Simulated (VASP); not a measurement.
# Na2Os (P6/mmm) in VASP: further runs, part 2 of 2

VASP 6.6.1. The steps go on from the part before.

## 3. Relaxation of cell and atoms, PBE

This run uses another cell than the first one, of 17.11 Å³/atom.

INCAR

```
SYSTEM = Na2Os
PREC = Accurate ; ENCUT = 600
EDIFF = 1E-6 ; ISMEAR = 0
SIGMA = 0.1 ; LREAL = .FALSE.
LASPH = .TRUE. ; NELM = 80
ALGO = Normal ; ISIF = 3
LWAVE = .FALSE. ; LCHARG = .FALSE.
GGA = PE ; IBRION = 2
NSW = 90 ; EDIFFG = -0.04
```

KPOINTS

```
regular mesh
0
G
  6 6 4
  0 0 0
```

POSCAR

```
Na2Os
1.0
    3.8004581528      0.0000000000      0.0000000000
   -1.9002290764      3.2912933064      0.0000000000
    0.0000000000      0.0000000000      4.1034847165
Na Os
2 1
Direct
    0.3333333333      0.6666666667      0.5000000000
    0.6666666667      0.3333333333      0.5000000000
    0.0000000000      0.0000000000      0.0000000000
```

Potentials or basis: VASP PAW PBE potentials, release 64 (Na_pv, Os).

Started as:

```console
$ cat potpaw_PBE.64/Na_pv/POTCAR potpaw_PBE.64/Os/POTCAR > POTCAR
$ mpirun -np 1 vasp_std > vasp.out
```

OUTCAR:

```text
SYSTEM = Na2Os
   PREC = Accurate
   ENCUT = 600
   EDIFF = 1E-6
   ISMEAR = 0
   LREAL = .FALSE.
   LASPH = .TRUE.
   NELM = 80
   ISIF = 3
   GGA = PE
   IBRION = 2
   NSW = 90
   EDIFFG = -0.04

 ion  position               nearest neighbor table
   1  0.333  0.667  0.500-   2 2.19   2 2.19   2 2.19   3 3.00   3 3.00   3 3.00   3 3.00   3 3.00
                             3 3.00
   2  0.667  0.333  0.500-   1 2.19   1 2.19   1 2.19   3 3.00   3 3.00   3 3.00   3 3.00   3 3.00
                             3 3.00
   3  0.000  0.000  0.000-   1 3.00   2 3.00   1 3.00   2 3.00   2 3.00   2 3.00   1 3.00   1 3.00
                             2 3.00   2 3.00   1 3.00   1 3.00

  LATTYP: Found a hexagonal cell.
 ALAT       =     3.8004581528
 C/A-ratio  =     1.0797342193

  Lattice vectors:

 A1 = (   3.8004581528,   0.0000000000,   0.0000000000)
 A2 = (  -1.9002290764,   3.2912933064,   0.0000000000)
 A3 = (   0.0000000000,   0.0000000000,   4.1034847165)

Analysis of symmetry for initial positions (statically):
=====================================================================
 Subroutine PRICEL returns:
 Original cell was already a primitive cell.

 Routine SETGRP: Setting up the symmetry group for a
 hexagonal supercell.

 Subroutine GETGRP returns: Found 24 space group operations
 (whereof 24 operations were pure point group operations)
 out of a pool of 24 trial point group operations.

[... 147 lines left out ...]
  volume of cell :       51.33
 maximum number of plane-waves:      1744
   NGX = 15   NGY = 15   NGZ = 17

--------------------------------------- Ionic step        1  -------------------------------------------

 number of electron      21.9999999 magnetization

 Free energy of the ion-electron system (eV)
  ---------------------------------------------------
  ext. energy  EPLUGINS =         0.00000000
  ---------------------------------------------------
  free energy    TOTEN  =        -8.01473874 eV

  energy without entropy =       -7.99788651  energy(sigma->0) =       -8.00631262

 E-fermi :   3.3846     XC(G=0): -10.3227

 val. band max:        3.3670650343   @ k =   0.0000   0.0000   0.0000
 cond. band min:       3.3932913379   @ k =   0.1667   0.1667   0.0000
 fundamental gap:      0.0262263036
 Fermi energy:         3.3846259076
[... 865 lines left out ...]
  FREE ENERGIE OF THE ION-ELECTRON SYSTEM (eV)
  ---------------------------------------------------
  free  energy   TOTEN  =        -8.5016607738 eV

  energy  without entropy=       -8.4672711111  energy(sigma->0) =       -8.48446594

[... ionic steps 4 to 14 ...]

--------------------------------------- Ionic step       15  -------------------------------------------

 number of electron      21.9999993 magnetization

------------------------ aborting loop because EDIFF is reached ----------------------------------------
[... 69 lines left out ...]
--------------------------------------- Ionic step       17  -------------------------------------------

 number of electron      22.0000006 magnetization

 Free energy of the ion-electron system (eV)
  ---------------------------------------------------
  ext. energy  EPLUGINS =         0.00000000
  ---------------------------------------------------
  free energy    TOTEN  =       -11.53373234 eV

  energy without entropy =      -11.52111994  energy(sigma->0) =      -11.52742614

 E-fermi :   2.7621     XC(G=0):  -9.7071

 val. band max:        2.7573660592   @ k =   0.1667   0.1667   0.5000
 cond. band min:       2.7956483386   @ k =   0.1667   0.0000   0.5000
 fundamental gap:      0.0382822794
 Fermi energy:         2.7620769770
[... 406 lines left out ...]
  FREE ENERGIE OF THE ION-ELECTRON SYSTEM (eV)
  ---------------------------------------------------
  free  energy   TOTEN  =       -11.5337323352 eV

  energy  without entropy=      -11.5211199397  energy(sigma->0) =      -11.52742614

 reached required accuracy - stopping structural energy minimisation
```

OSZICAR:

```text
N       E                     dE             d eps       ncg     rms          rms(c)
DAV:   1     0.189530198287E+03    0.18953E+03   -0.13109E+04   630   0.191E+03
DAV:   2     0.568348702932E+01   -0.18385E+03   -0.18120E+03   637   0.475E+02
DAV:   3    -0.814392006831E+01   -0.13827E+02   -0.13275E+02   833   0.121E+02
[... 174 lines left out ...]
DAV:   3    -0.115345339237E+02    0.19962E-02   -0.36057E-03   793   0.622E-01    0.215E-01
DAV:   4    -0.115337602962E+02    0.77363E-03   -0.13803E-03   728   0.377E-01    0.388E-02
DAV:   5    -0.115337358201E+02    0.24476E-04   -0.97430E-05   735   0.149E-01    0.195E-02
DAV:   6    -0.115337322963E+02    0.35239E-05   -0.62382E-06   791   0.354E-02    0.520E-03
DAV:   7    -0.115337323352E+02   -0.38894E-07   -0.34936E-07   315   0.856E-03
  17 F= -.11533732E+02 E0= -.11527426E+02  d E =-.203622E-02
```

CONTCAR:

```text
Na2Os
   1.00000000000000
     5.1297490614267680   -0.0000000000000000    0.0000000000000000
    -2.5648745307133840    4.4424930023313935    0.0000000000000000
    -0.0000000000000000   -0.0000000000000000    2.5162210834839653
  Na              Os
     2     1
Direct
     0.3333333332999970    0.6666666667000030    0.5000000000000000
     0.6666666667000030    0.3333333332999970    0.5000000000000000
     0.0000000000000000    0.0000000000000000    0.0000000000000000

  0.00000000E+00  0.00000000E+00  0.00000000E+00
  0.00000000E+00  0.00000000E+00  0.00000000E+00
  0.00000000E+00  0.00000000E+00  0.00000000E+00
```

It took 2.1 min on 1 thread of Intel Xeon 6975P-C (Granite Rapids), shared host; peak memory 0.19 GiB.

What came out:

- Free energy: -11.5337 eV
- Relaxed volume: 19.11 Å³/atom
- Relaxed cell: a = 5.130 Å, b = 5.130 Å, c = 2.516 Å, α = 90.00°, β = 90.00°, γ = 120.00°
- Space group after relaxing (to 0.1 Å): P6/mmm (No. 191)
- Energy gained by relaxing: 1173.0 meV/atom
- Ionic steps: 17
- Pressure after relaxing: -0.2 GPa
- Band gap on the k mesh: zero (bands 11 and 12 overlap by 3.10 eV)

The path:
| step | energy change (eV) | largest force (eV/Å) | pressure (GPa) | volume (Å³) |
| --- | --- | --- | --- | --- |
| 1 | 0.0000 | 0.0000 | 5.58 | 51.33 |
| 2 | -0.2433 | 0.0000 | 1.54 | 55.82 |
| 3 | -0.4869 | 0.0000 | -3.08 | 65.13 |
| 4 | -0.5426 | 0.0000 | -7.18 | 85.01 |
| 5 | -0.5600 | 0.0000 | -5.49 | 74.25 |
| 6 | -0.7491 | 0.0000 | -6.08 | 75.39 |
| 7 | -1.4984 | 0.0000 | -8.42 | 77.79 |
| 8 | -2.7911 | 0.0000 | -8.87 | 77.32 |
| 9 | -2.5247 | 0.0000 | -10.17 | 78.34 |
| 10 | -2.6995 | 0.0000 | -9.89 | 77.97 |
| 11 | -3.0250 | 0.0000 | -3.81 | 69.16 |
| 12 | -3.0514 | 0.0000 | -5.77 | 70.83 |
| 13 | -3.2925 | 0.0000 | -4.31 | 66.02 |
| 14 | -3.4939 | 0.0000 | -1.40 | 59.69 |
| 15 | -3.5168 | 0.0000 | 0.79 | 56.70 |
| 16 | -3.5170 | 0.0000 | 0.55 | 56.97 |
| 17 | -3.5190 | 0.0000 | -0.22 | 57.34 |

Final structure:
```yaml
crystal:
  lattice:
    - [5.12975, 0.00000, 0.00000]
    - [-2.56487, 4.44249, 0.00000]
    - [0.00000, 0.00000, 2.51622]
  atoms:
    - { symbol: Na, position: [0.33333, 0.66667, 0.50000] }
    - { symbol: Na, position: [0.66667, 0.33333, 0.50000] }
    - { symbol: Os, position: [0.00000, 0.00000, 0.00000] }
```

Caveat: the k points lie up to 0.62 Å⁻¹ apart in the final cell, too coarse for converged energies and pressures of a metal; a cell axis changed by over 15 % at a fixed basis, so the end point is rough; spin-orbit coupling is left out, which moves the levels of the heavy elements.

The gap in the log of VASP goes by the Fermi energy; the results here count the filled bands.